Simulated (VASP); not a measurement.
Set up this calculation in VASP 6.6.1, as the native input.

* Task: molecular dynamics
* Functional: PBEsol
* Potentials or basis: VASP PAW PBE potentials, release 64 (Nb_sv, Tc_pv)
* Cutoff: 350 eV
* k mesh: 2 × 2 × 2
* Occupations: fermi-dirac, width 0.05 eV
* Spin: no spin polarisation
* Dipole correction: no
* Further INCAR settings: PREC = Normal; ALGO = Normal; EDIFF = 1e-05; ISYM = 0; MAXMIX = 40; IBRION = 0; POTIM = 2.0; NSW = 25

The structure of NbTc lies in POSCAR:

```
NbTc
1.0
    3.1866600000     -4.5967800000      0.0000000000
    3.1866600000      4.5967800000      0.0000000000
    0.0000000000      0.0000000000      4.4144700000
Nb Tc
4 4
Direct
    0.0000000000      0.0000000000      0.0000000000
    0.0000000000      0.5000000000      0.0000000000
    0.5000000000      0.0000000000      0.0000000000
    0.5000000000      0.5000000000      0.0000000000
    0.2500000000      0.2500000000      0.5000000000
    0.2500000000      0.7500000000      0.5000000000
    0.7500000000      0.2500000000      0.5000000000
    0.7500000000      0.7500000000      0.5000000000
```

The input as run:

INCAR

```
SYSTEM = NbTc
  PREC = Normal
  ENCUT = 350
  EDIFF = 1E-5
  ISMEAR = -1
  SIGMA = 0.05
  LREAL = .FALSE.
  LASPH = .TRUE.
  NELM = 120
  ALGO = Normal
  ISIF = 2
  LWAVE = .FALSE.
  LCHARG = .FALSE.
  GGA = PS
  IBRION = 0
  NSW = 25
  POTIM = 2.0
  TEBEG = 800.0
  TEEND = 800.0
  ISYM = 0
  NELMIN = 4
  RANDOM_SEED = 72 0 0
  MDALGO = 1
  ANDERSEN_PROB = 0.0
  GGA_COMPAT = .FALSE.
  MAXMIX = 40
```

KPOINTS

```
regular mesh
0
G
  2 2 2
  0 0 0
```

Potentials or basis: VASP PAW PBE potentials, release 64 (Nb_sv, Tc_pv).

Launch:

```bash
$ cat potpaw_PBE.64/Nb_sv/POTCAR potpaw_PBE.64/Tc_pv/POTCAR > POTCAR
$ mpirun -np 1 vasp_std > vasp.out
```

It took 8.1 min on 1 thread of Intel(R) Xeon(R) Platinum 8259CL CPU @ 2.50GHz (Skylake/Cascade Lake), on a shared host, peak memory 0.2 GiB.
